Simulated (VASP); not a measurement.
# RbBr (Pm-3m) in VASP: a series of runs

The runs below take RbBr through single point, with PBE.

All numbers are computed with VASP 6.6.1; they aren't measurements. Logs are shortened: lines on timing, memory, paths and dates and some standing lists are left out, and cuts for length are marked.

## Step 1: The cell of the first run

Symmetry: Pm-3m, No. 221, cubic system. The conventional cell has a = 4.193 Å, b = 4.193 Å, c = 4.193 Å, α = 90.00°, β = 90.00°, γ = 90.00°. Within 4.8 Å of Rb (site symmetry m-3m) lie 8 Br at 3.63 Å and 6 Rb at 4.19 Å. Br (site symmetry m-3m) has 8 Rb at 3.63 Å and 6 Br at 4.19 Å within 4.8 Å.

## Step 2: Single point, PBE

The input, INCAR:

```
ALGO = Normal
EDIFF = 1E-6
ENCUT = 520
GGA = PE
ISIF = 2
ISMEAR = 0
LASPH = T
LCHARG = F
LREAL = F
LWAVE = F
NBANDS = 15
NELM = 100
PREC = Accurate
SIGMA = 0.05
```

The input, KPOINTS:

```
k-points
0
Gamma
  6 6 6
```

The input, POSCAR:

```
RbBr
1.0
    4.1929010518      0.0000000000      0.0000000000
    0.0000000000      4.1929010518      0.0000000000
    0.0000000000      0.0000000000      4.1929010518
Rb Br
1 1
Direct
    0.0000000000      0.0000000000      0.0000000000
    0.5000000000      0.5000000000      0.5000000000
```

Potentials or basis: VASP PAW PBE potentials, release 64 (Rb_sv, Br).

Run with:

```console
> cat potpaw_PBE.64/Rb_sv/POTCAR potpaw_PBE.64/Br/POTCAR > POTCAR
> mpirun -np 1 vasp_std > vasp.out
```

OUTCAR:

```text
EDIFF = 1E-6
   ENCUT = 520
   GGA = PE
   ISIF = 2
   ISMEAR = 0
   LASPH = T
   LREAL = F
   NELM = 100
   PREC = Accurate

 ion  position               nearest neighbor table
   1  0.000  0.000  0.000-   2 3.63   2 3.63   2 3.63   2 3.63   2 3.63   2 3.63   2 3.63   2 3.63

   2  0.500  0.500  0.500-   1 3.63   1 3.63   1 3.63   1 3.63   1 3.63   1 3.63   1 3.63   1 3.63

  LATTYP: Found a simple cubic cell.
 ALAT       =     4.1929010518

  Lattice vectors:

 A1 = (   4.1929010518,   0.0000000000,   0.0000000000)
 A2 = (   0.0000000000,   4.1929010518,   0.0000000000)
 A3 = (   0.0000000000,   0.0000000000,   4.1929010518)

Analysis of symmetry for initial positions (statically):
=====================================================================
 Subroutine PRICEL returns:
 Original cell was already a primitive cell.

 Routine SETGRP: Setting up the symmetry group for a
 simple cubic supercell.

 Subroutine GETGRP returns: Found 48 space group operations
 (whereof 48 operations were pure point group operations)
 out of a pool of 48 trial point group operations.

The static configuration has the point symmetry O_h .

Analysis of symmetry for dynamics (positions and initial velocities):
=====================================================================
 Subroutine PRICEL returns:
 Original cell was already a primitive cell.

 Routine SETGRP: Setting up the symmetry group for a
 simple cubic supercell.

 Subroutine GETGRP returns: Found 48 space group operations
 (whereof 48 operations were pure point group operations)
 out of a pool of 48 trial point group operations.

The dynamic configuration has the point symmetry O_h .

 Subroutine INISYM returns: Found 48 space group operations
 (whereof 48 operations are pure point group operations),
 and found     1 'primitive' translations

----------------------------------------------------------------------------------------

                                     Primitive cell

  volume of cell :      73.7130

  direct lattice vectors                    reciprocal lattice vectors
     4.192901052  0.000000000  0.000000000     0.238498354  0.000000000  0.000000000
     0.000000000  4.192901052  0.000000000     0.000000000  0.238498354  0.000000000
     0.000000000  0.000000000  4.192901052     0.000000000  0.000000000  0.238498354

  length of vectors
     4.192901052  4.192901052  4.192901052     0.238498354  0.238498354  0.238498354

  position of ions in fractional coordinates (direct lattice)
     0.000000000  0.000000000  0.000000000
     0.500000000  0.500000000  0.500000000

  ion indices of the primitive-cell ions
   primitive index   ion index
                 1           1
                 2           2

----------------------------------------------------------------------------------------

 KPOINTS: k-points

Automatic generation of k-mesh.
 Grid dimensions read from file:
 generate k-points for:    6    6    6

 Generating k-lattice:

  Cartesian coordinates                     Fractional coordinates (reciprocal lattice)
     0.039749726  0.000000000  0.000000000     0.166666667  0.000000000  0.000000000
     0.000000000  0.039749726  0.000000000     0.000000000  0.166666667  0.000000000
     0.000000000  0.000000000  0.039749726     0.000000000  0.000000000  0.166666667

  Length of vectors
     0.039749726  0.039749726  0.039749726

  Shift w.r.t. Gamma in fractional coordinates (k-lattice)
     0.000000000  0.000000000  0.000000000

 Subroutine IBZKPT returns following result:
 ===========================================

 Found     20 irreducible k-points:

 Following reciprocal coordinates:
            Coordinates               Weight
  0.000000  0.000000  0.000000      1.000000
  0.166667  0.000000  0.000000      6.000000
  0.333333  0.000000  0.000000      6.000000
  0.500000  0.000000  0.000000      3.000000
  0.166667  0.166667  0.000000     12.000000
  0.333333  0.166667  0.000000     24.000000
[... 12 lines left out ...]
  0.500000  0.500000  0.333333      6.000000
  0.500000  0.500000  0.500000      1.000000
   k-points           NKPTS =     20   k-points in BZ     NKDIM =     20   number of bands    NBANDS=     15
   number of dos      NEDOS =    301   number of ions     NIONS =      2
   total plane-waves  NPLWV =  32768
   dimension x,y,z NGX =    32 NGY =   32 NGZ =   32
   dimension x,y,z NGXF=    64 NGYF=   64 NGZF=   64
   ions per type =               1   1
   NGX,Y,Z   is equivalent  to a cutoff of  12.69, 12.69, 12.69 a.u.
   NGXF,Y,Z  is equivalent  to a cutoff of  25.38, 25.38, 25.38 a.u.
 SYSTEM =  unknown system
   PREC   = accura    normal or accurate (medium, high low for compatibility)
   ISTART =      0    job   : 0-new  1-cont  2-samecut
   ICHARG =      2    charge: 1-file 2-atom 10-const
   ISPIN  =      1    spin polarized calculation?
   LNONCOLLINEAR =      F non collinear calculations
   LSORBIT =      F    spin-orbit coupling
   LASPH  =      T    aspherical Exc in radial PAW
   ENCUT  =  520.0 eV  38.22 Ry    6.18 a.u.   7.80  7.80  7.80*2*pi/ulx,y,z
   NELM   =    100;   NELMIN=  2; NELMDL= -5     # of ELM steps
   EDIFF  = 0.1E-05   stopping-criterion for ELM
   LREAL  =      F    real-space projection
   EDIFFG = 0.1E-04   stopping-criterion for IOM
   NSW    =      0    number of steps for IOM
   IBRION =     -1    ionic relax: 0-MD 1-quasi-New 2-CG
   NFREE  =      0    steps in history (QN), initial steepest desc. (CG)
   ISIF   =      2    stress and relaxation
   ISYM   =      2    0-nonsym 1-usesym 2-fastsym
   POTIM  = 0.5000    time-step for ionic-motion
   TEBEG  =    0.0;   TEEND  =   0.0 temperature during run
   PSTRESS=    0.0 pullay stress
   NELECT =      16.0000    total number of electrons
   NUPDOWN=      -1.0000    fix difference up-down
   EMIN   =  10.00;   EMAX   =-10.00  energy-range for DOS
   EFERMI =   0.00;   METHOD = LEGACY
   ISMEAR =     0;   SIGMA  =   0.05  broadening in eV -4-tet -1-fermi 0-gaus
   EFERMI_NEDOS =   21; number of points for ismear=-14 and -15
   IALGO  =     38    algorithm
   IMIX   =      4    mixing-type and parameters
     AMIX     =   0.40;   BMIX     =  1.00
     AMIX_MAG =   1.60;   BMIX_MAG =  1.00
  volume/ion in A,a.u.               =      36.86       248.72
  Fermi-wavevector in a.u.,A,eV,Ry     =   0.983861  1.859227 13.170189  0.967982
  Thomas-Fermi vector in A             =   2.115050
   LORBIT       =      0    0 simple, 1 ext, 2 COOP (PROOUT), +10 PAW based schemes
   GGA     = PE    functional components
   LHFCALC =     F    Hartree Fock is set to
   AEXX    =    0.0000 exact exchange contribution
   IVDW    =     0    specifies the selected vdW correction
   LEPSILON=     F    determine dielectric tensor
   LRPA    =     F    only Hartree local field effects (RPA)
 non-spin polarized calculation
 Gauss-broadening in eV      SIGMA  =   0.05
  energy-cutoff  :      520.00
  volume of cell :       73.71
 maximum number of plane-waves:      2008
 NGX is ok and might be reduce to    32

 number of electron      16.0000001 magnetization

 Free energy of the ion-electron system (eV)
  ---------------------------------------------------
  ext. energy  EPLUGINS =         0.00000000
  ---------------------------------------------------
  free energy    TOTEN  =        -6.00520685 eV

  energy without entropy =       -6.00520685  energy(sigma->0) =       -6.00520685

 E-fermi :  -0.6066     XC(G=0):  -7.7253

 val. band max:       -0.8878112977   @ k =   0.5000   0.5000   0.0000
 cond. band min:       3.0364431034   @ k =   0.0000   0.0000   0.0000
 fundamental gap:      3.9242544011
 Fermi energy:        -0.6065887684

 k-point     1 :       0.0000    0.0000    0.0000
  band No.  band energies     occupation
      1     -26.0665      2.00000
      2     -13.4287      2.00000
      3     -10.0572      2.00000
      4     -10.0572      2.00000
      5     -10.0572      2.00000
      6      -1.0387      2.00000
      7      -1.0387      2.00000
      8      -1.0387      2.00000
      9       3.0364      0.00000
     10       4.7407      0.00000
     11       4.7407      0.00000
     12       8.9060      0.00000
     13       8.9060      0.00000
     14       8.9060      0.00000
     15      11.5706      0.00000

 k-point     2 :       0.1667    0.0000    0.0000
  band No.  band energies     occupation
      1     -26.0624      2.00000
      2     -13.4256      2.00000
      3     -10.0911      2.00000
      4     -10.0475      2.00000
      5     -10.0475      2.00000
      6      -1.4966      2.00000
      7      -1.0517      2.00000
      8      -1.0517      2.00000
      9       3.6607      0.00000
     10       4.9410      0.00000
     11       5.2866      0.00000
     12       8.7766      0.00000
     13       8.7766      0.00000
     14       9.0508      0.00000
     15      10.3632      0.00000

 k-point     3 :       0.3333    0.0000    0.0000
  band No.  band energies     occupation
      1     -26.0542      2.00000
      2     -13.4210      2.00000
      3     -10.1523      2.00000
      4     -10.0279      2.00000
      5     -10.0279      2.00000
      6      -2.1956      2.00000
      7      -1.0790      2.00000
      8      -1.0790      2.00000
      9       4.9491      0.00000
     10       5.4946      0.00000
     11       6.3428      0.00000
     12       8.6893      0.00000
     13       8.6893      0.00000
     14       8.6967      0.00000
     15       9.4063      0.00000
[... 271 lines left out ...]
 k-point    19 :       0.5000    0.5000    0.3333
  band No.  band energies     occupation
      1     -26.0239      2.00000
      2     -13.1942      2.00000
      3     -10.2701      2.00000
      4     -10.2701      2.00000
      5     -10.1891      2.00000
      6      -2.0534      2.00000
      7      -2.0534      2.00000
      8      -1.8542      2.00000
      9       6.1796      0.00000
     10       7.0527      0.00000
     11       7.0527      0.00000
     12       7.4600      0.00000
     13       8.6318      0.00000
     14       8.6318      0.00000
     15      10.8578      0.00000

 k-point    20 :       0.5000    0.5000    0.5000
  band No.  band energies     occupation
      1     -26.0202      2.00000
      2     -13.1710      2.00000
      3     -10.2528      2.00000
      4     -10.2528      2.00000
      5     -10.2528      2.00000
      6      -2.1107      2.00000
      7      -2.1107      2.00000
      8      -2.1107      2.00000
      9       7.1791      0.00000
     10       7.1791      0.00000
     11       7.1791      0.00000
     12       8.2395      0.00000
     13       8.2395      0.00000
     14       8.2395      0.00000
     15      10.9734      0.00000

------------------------ aborting loop because EDIFF is reached ----------------------------------------

  FORCE on cell =-STRESS in cart. coord.  units (eV):
  Direction    XX          YY          ZZ          XY          YZ          ZX
  --------------------------------------------------------------------------------------
  -------------------------------------------------------------------------------------
  Total        0.0301984      0.0301984      0.0301984     -0.0000000     -0.0000000      0.0000000
  in kB        0.6563726      0.6563726      0.6563726     -0.0000000     -0.0000000      0.0000000
  external PRESSURE =       0.6563726 kB  Pullay stress =       0.0000000 kB

 VOLUME and BASIS-vectors are now :
 -----------------------------------------------------------------------------
  energy-cutoff  :      520.00
  volume of cell :       73.71
      direct lattice vectors                 reciprocal lattice vectors
     4.192901052  0.000000000  0.000000000     0.238498354  0.000000000  0.000000000
     0.000000000  4.192901052  0.000000000     0.000000000  0.238498354  0.000000000
     0.000000000  0.000000000  4.192901052     0.000000000  0.000000000  0.238498354

 POSITION                                       TOTAL-FORCE (eV/Angst)
 -----------------------------------------------------------------------------------
      0.00000      0.00000      0.00000         0.000000      0.000000      0.000000
      2.09645      2.09645      2.09645         0.000000      0.000000      0.000000
 -----------------------------------------------------------------------------------
    total drift:                                0.000000      0.000000     -0.000000

  FREE ENERGIE OF THE ION-ELECTRON SYSTEM (eV)
  ---------------------------------------------------
  free  energy   TOTEN  =        -6.0052068530 eV

  energy  without entropy=       -6.0052068530  energy(sigma->0) =       -6.00520685
```

Run time: 16 s. Hardware: 1 thread of AMD EPYC 7R13 (Zen 3), shared host; peak memory 0.15 GiB.

What came out:

```
Free energy            : -6.0052 eV
Pressure               : 0.1 GPa
Band gap on the k mesh : 3.92 eV, indirect (least direct gap 4.08 eV)
```

A k mesh can miss the band edges. A hybrid or GW would open this gap; PBE tends to underestimate it.

## Step 3: Single point, PBE

This run uses another cell than the first one: it holds 4 atoms, not 2.

The input, INCAR:

```
SYSTEM = RbBr
ALGO     = Normal         ! electronic algorithm
EDIFF    = 1E-6           ! SCF threshold, eV
ENCUT    = 520            ! plane-wave cutoff, eV
GGA      = PE             ! functional
ISIF     = 2              ! what is computed and relaxed
ISMEAR   = 0              ! smearing method
LASPH    = .TRUE.         ! aspherical terms in the spheres
LCHARG   = .FALSE.        ! write CHGCAR
LREAL    = .FALSE.        ! projectors in reciprocal space
LWAVE    = .FALSE.        ! write WAVECAR
NBANDS   = 24             ! bands
NELM     = 100            ! most SCF steps
PREC     = Accurate       ! precision mode
SIGMA    = 0.05           ! smearing width, eV
```

The input, KPOINTS:

```
k-points
0
G
  6 4 4
  0 0 0
```

The input, POSCAR:

```
RbBr
1.0
   -4.1929010518      0.0000000000      0.0000000000
    0.0000000000      4.1929010518      4.1929010518
    0.0000000000      4.1929010518     -4.1929010518
Rb Br
2 2
Direct
    1.0000000000      0.5000000000      0.5000000000
    1.0000000000      0.0000000000      0.0000000000
    0.5000000000      0.5000000000      0.0000000000
    0.5000000000      0.0000000000      0.5000000000
```

Potentials or basis: VASP PAW PBE potentials, release 64 (Rb_sv, Br).

Run with:

```console
> cat potpaw_PBE.64/Rb_sv/POTCAR potpaw_PBE.64/Br/POTCAR > POTCAR
> mpirun -np 1 vasp_std > vasp.out
```

OUTCAR:

```text
SYSTEM = RbBr
   EDIFF = 1E-6
   ENCUT = 520
   GGA = PE
   ISIF = 2
   ISMEAR = 0
   LASPH = .TRUE.
   LREAL = .FALSE.
   NELM = 100
   PREC = Accurate

 ion  position               nearest neighbor table
   1  0.000  0.500  0.500-   3 3.63   4 3.63   3 3.63   4 3.63   3 3.63   4 3.63   3 3.63   4 3.63
                             2 4.19   2 4.19   2 4.19   2 4.19
   2  0.000  0.000  0.000-   3 3.63   4 3.63   4 3.63   3 3.63   3 3.63   4 3.63   4 3.63   3 3.63
                             1 4.19   1 4.19   1 4.19   1 4.19
   3  0.500  0.500  0.000-   1 3.63   2 3.63   1 3.63   2 3.63   1 3.63   2 3.63   1 3.63   2 3.63

   4  0.500  0.000  0.500-   1 3.63   2 3.63   2 3.63   1 3.63   1 3.63   2 3.63   2 3.63   1 3.63

  LATTYP: Found a simple tetragonal cell.
 ALAT       =     5.9296575331
 C/A-ratio  =     0.7071067812

  Lattice vectors:

 A1 = (   0.0000000000,   4.1929010518,   4.1929010518)
 A2 = (   0.0000000000,   4.1929010518,  -4.1929010518)
 A3 = (  -4.1929010518,   0.0000000000,   0.0000000000)

Analysis of symmetry for initial positions (statically):
=====================================================================
[... 193 lines left out ...]

 val. band max:       -0.8877252057   @ k =   0.0000   0.0000   0.0000
 cond. band min:       3.0364135675   @ k =   0.0000   0.0000   0.0000
 fundamental gap:      3.9241387732
 Fermi energy:        -0.6138126742

 k-point     1 :       0.0000    0.0000    0.0000
  band No.  band energies     occupation
      1     -26.0666      2.00000
      2     -26.0349      2.00000
      3     -13.4286      2.00000
      4     -13.2619      2.00000
      5     -10.3210      2.00000
      6     -10.3210      2.00000
[... 637 lines left out ...]
     23       7.0363      0.00000
     24       7.0363      0.00000

------------------------ aborting loop because EDIFF is reached ----------------------------------------

  FORCE on cell =-STRESS in cart. coord.  units (eV):
  Direction    XX          YY          ZZ          XY          YZ          ZX
  --------------------------------------------------------------------------------------
  -------------------------------------------------------------------------------------
  Total        0.0579592      0.0577780      0.0577780      0.0000000      0.0000000     -0.0000000
  in kB        0.6298814      0.6279123      0.6279123      0.0000000      0.0000000     -0.0000000
  external PRESSURE =       0.6285687 kB  Pullay stress =       0.0000000 kB

 VOLUME and BASIS-vectors are now :
 -----------------------------------------------------------------------------
  energy-cutoff  :      520.00
  volume of cell :      147.43
      direct lattice vectors                 reciprocal lattice vectors
    -4.192901052  0.000000000  0.000000000    -0.238498354  0.000000000  0.000000000
     0.000000000  4.192901052  4.192901052     0.000000000  0.119249177  0.119249177
     0.000000000  4.192901052 -4.192901052     0.000000000  0.119249177 -0.119249177

 POSITION                                       TOTAL-FORCE (eV/Angst)
 -----------------------------------------------------------------------------------
      0.00000      4.19290      0.00000         0.000000     -0.000000      0.000000
      0.00000      0.00000      0.00000         0.000000     -0.000000      0.000000
     -2.09645      2.09645      2.09645        -0.000000     -0.000000     -0.000000
     -2.09645      2.09645     -2.09645        -0.000000      0.000000      0.000000
 -----------------------------------------------------------------------------------
    total drift:                               -0.000000     -0.000000      0.000000

  FREE ENERGIE OF THE ION-ELECTRON SYSTEM (eV)
  ---------------------------------------------------
  free  energy   TOTEN  =       -12.0105096568 eV

  energy  without entropy=      -12.0105096568  energy(sigma->0) =      -12.01050966
```

OSZICAR:

```text
N       E                     dE             d eps       ncg     rms          rms(c)
DAV:   1     0.198058646021E+03    0.19806E+03   -0.13596E+04  1152   0.115E+03
DAV:   2     0.259730224968E+01   -0.19546E+03   -0.18629E+03  1632   0.213E+02
DAV:   3    -0.122321010967E+02   -0.14829E+02   -0.14774E+02  1792   0.598E+01
DAV:   4    -0.124994830067E+02   -0.26738E+00   -0.26709E+00  1608   0.784E+00
DAV:   5    -0.125050659137E+02   -0.55829E-02   -0.55827E-02  1640   0.997E-01    0.344E+00
DAV:   6    -0.120746354804E+02    0.43043E+00   -0.62448E-01  1344   0.287E+00    0.239E+00
DAV:   7    -0.120024549730E+02    0.72181E-01   -0.34482E-01  1400   0.225E+00    0.120E+00
DAV:   8    -0.120100091875E+02   -0.75542E-02   -0.45617E-02  1568   0.888E-01    0.164E-01
DAV:   9    -0.120101509093E+02   -0.14172E-03   -0.45211E-03  1440   0.258E-01    0.951E-02
DAV:  10    -0.120104931822E+02   -0.34227E-03   -0.62944E-04  1416   0.147E-01    0.192E-02
DAV:  11    -0.120105083161E+02   -0.15134E-04   -0.46438E-05  1472   0.335E-02    0.131E-02
DAV:  12    -0.120105093649E+02   -0.10488E-05   -0.13891E-05  1384   0.174E-02    0.117E-03
DAV:  13    -0.120105096568E+02   -0.29195E-06   -0.58424E-07  1064   0.382E-03
   1 F= -.12010510E+02 E0= -.12010510E+02  d E =-.815514E-16
```

Wall time 86 s (1 thread of AMD EPYC 7R13 (Zen 3), shared host); peak memory 0.25 GiB.

What came out:

```
Free energy            : -12.0105 eV
Pressure               : 0.1 GPa
Band gap on the k mesh : 3.92 eV
```

(Continued in part 2 of 2.)
